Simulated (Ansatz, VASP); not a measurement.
## Two plane-wave programs on SrO

The input INCAR:

```
SYSTEM = SrO
  PREC = Accurate
  ENCUT = 520
  EDIFF = 1E-6
  ISMEAR = 0
  SIGMA = 0.05
  LREAL = .False.
  LASPH = .True.
  NELM = 60
  ALGO = Normal
  ISIF = 2
  LWAVE = .False.
  LCHARG = .True.
  GGA = CA
  LELF = .True.
  LVHAR = .True.
  NBANDS = 15
```

KPOINTS

```
regular mesh
0
Gamma
  12 12 12
  0 0 0
```

File POSCAR:

```
SrO
1.0
    0.0000000000      2.5975128988      2.5975128988
    2.5975128988      0.0000000000      2.5975128988
    2.5975128988      2.5975128988      0.0000000000
Sr O
1 1
Direct
    0.5000000000      0.5000000000      0.5000000000
    0.0000000000      0.0000000000      0.0000000000
```

Input for Ansatz:

```yaml
crystal:
  lattice:
    - [0.0, 2.5975128988, 2.5975128988]
    - [2.5975128988, 0.0, 2.5975128988]
    - [2.5975128988, 2.5975128988, 0.0]
  atoms:
    - { symbol: Sr, position: [0.5, 0.5, 0.5] }
    - { symbol: O, position: [0.0, 0.0, 0.0] }
basis:
  ecutwfc: 420
  ecutrho_ratio: 4
kpoints:
  mp_grid: { grid: [12, 12, 12] }
hamiltonian:
  xc: lda
scf:
  occupations: { method: gaussian, width: 0.05 }
output:
  forces: true
  stress: true
  eigenvalues: true
  populations: true
```

Alike in both runs: task single point; functional LDA; k mesh 12 × 12 × 12; occupations gaussian, width 0.05 eV; no spin polarisation.

|  | VASP | Ansatz |
| --- | --- | --- |
| version | VASP 6.6.1 | Ansatz 0.2.0 |
| potentials or method | VASP PAW LDA potentials, release 64 (Sr_sv, O), cutoff 520 eV | scalar-relativistic, plane waves, PAW |
| valence electrons in the cell | 16 | 16 |

Ansatz gave:

| Item | Value |
| --- | --- |
| gap on the k mesh at the Fermi level (eV) | 3.18 |
| least direct gap on the mesh (eV) | 3.27 |
| pressure (GPa) | -6.7 |

What did VASP give for the same quantities?

gap on the k mesh at the Fermi level (eV): 3.12; least direct gap on the mesh (eV): 3.22; pressure (GPa): -6.1.

LDA's correlation is that of Perdew and Zunger in VASP and of Perdew and Wang (1992) in Ansatz.
